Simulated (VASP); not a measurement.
Runs of VASP 6.6.1 on BiPt3. The structure is that of space group Pm-3m (No. 221), or close to it. The cells are those of the table. 

```csv
cell,gap on the mesh (eV),pressure (GPa)
"a = 4.042 Å, 4 atoms",none,20.2
"a = 4.079 Å, 4 atoms",none,13.4
"a = 4.255 Å, 4 atoms",none,-7.9
"a = 4.186 Å, 4 atoms",none,(a)
"a = 4.322 Å, 4 atoms",none,(b)
```

Alike in all rows: task single point; level PBE; potentials or basis VASP PAW PBE potentials, release 64 (Bi_d, Pt); no spin polarisation; k mesh 6 × 6 × 6; cutoff (eV) 520; smearing methfessel-paxton 0.1 eV.

Fill in the values left out.

(a) -1.3; (b) -12.8.

Caveats: spin-orbit coupling is left out, which moves the levels of the heavy elements.

A k mesh can miss the band edges, and the runs leave out spin-orbit coupling on Bi, Pt.

A gap of «none» marks levels without a gap at the run's occupations.
